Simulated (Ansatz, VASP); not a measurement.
# CoO in VASP and in Ansatz

INCAR

```
ALGO     = Normal         # electronic algorithm
EDIFF    = 1E-6           # SCF threshold, eV
ENCUT    = 600            # plane-wave cutoff, eV
GGA      = PE             # functional
GGA_COMPAT= False        
ISIF     = 2              # what is computed and relaxed
ISMEAR   = -1             # smearing method
ISPIN    = 2              # spin polarisation
LASPH    = True           # aspherical terms in the spheres
LCHARG   = False          # write CHGCAR
LMAXMIX  = 4              # l up to which the mixer works
LORBIT   = 11             # projections on sites
LREAL    = False          # projectors in reciprocal space
LWAVE    = False          # write WAVECAR
MAGMOM   = 2 0            # initial moments
NBANDS   = 22             # bands
NELM     = 200            # most SCF steps
PREC     = Accurate       # precision mode
SIGMA    = 0.05           # smearing width, eV
```

File KPOINTS:

```
k-points
0
Gamma
  10 10 10
```

Contents of POSCAR:

```
CoO
1.0
    0.0000000000      2.3744827694      2.3744827694
    2.3744827694      0.0000000000      2.3744827694
    2.3744827694      2.3744827694      0.0000000000
Co O
1 1
Direct
    0.0000000000      0.0000000000      0.0000000000
    0.2500000000      0.2500000000      0.2500000000
```

Contents of input.yaml:

```yaml
crystal:
  lattice:
    - [0.0, 2.3744827694, 2.3744827694]
    - [2.3744827694, 0.0, 2.3744827694]
    - [2.3744827694, 2.3744827694, 0.0]
  atoms:
    - { symbol: Co, position: [0.0, 0.0, 0.0], spin: 2.0 }
    - { symbol: O, position: [0.25, 0.25, 0.25] }
hamiltonian:
  xc: pbe
  pseudopotentials: { kind: paw }
magnetization:
  spin_polarized: true
kpoints:
  mp_grid: { grid: [10, 10, 10] }
scf:
  occupations: { method: fermi_dirac, width: 0.05 }
output:
  forces: true
  stress: true
  eigenvalues: true
```

Alike in both runs: task single point; functional PBE; k mesh 10 × 10 × 10; occupations fermi-dirac, width 0.05 eV; collinear spin.

|  | VASP | Ansatz |
| --- | --- | --- |
| version | VASP 6.6.1 | Ansatz 0.2.0 |
| potentials or method | VASP PAW PBE potentials, release 64 (Co_sv, O) | Ansatz PAW |
| plane-wave cutoff (eV) | 600 | 420 |
| valence electrons in the cell | 23 | 23 |

```csv
,VASP,Ansatz,Ansatz less VASP
gap on the k mesh at the Fermi level (eV),none,none,-
pressure (GPa),-16.6,-15.1,+1.53
net moment per atom (μB),1.50,1.50,0.000
size of the moment on the site where the two differ most (μB),2.50,2.44,-0.062
```

Site moments also hang on the region over which each program counts them. A gap of «none» marks a metal or a gap that the smearing closes. With one functional, cell and mesh, what is left measures potentials, basis and numerics.
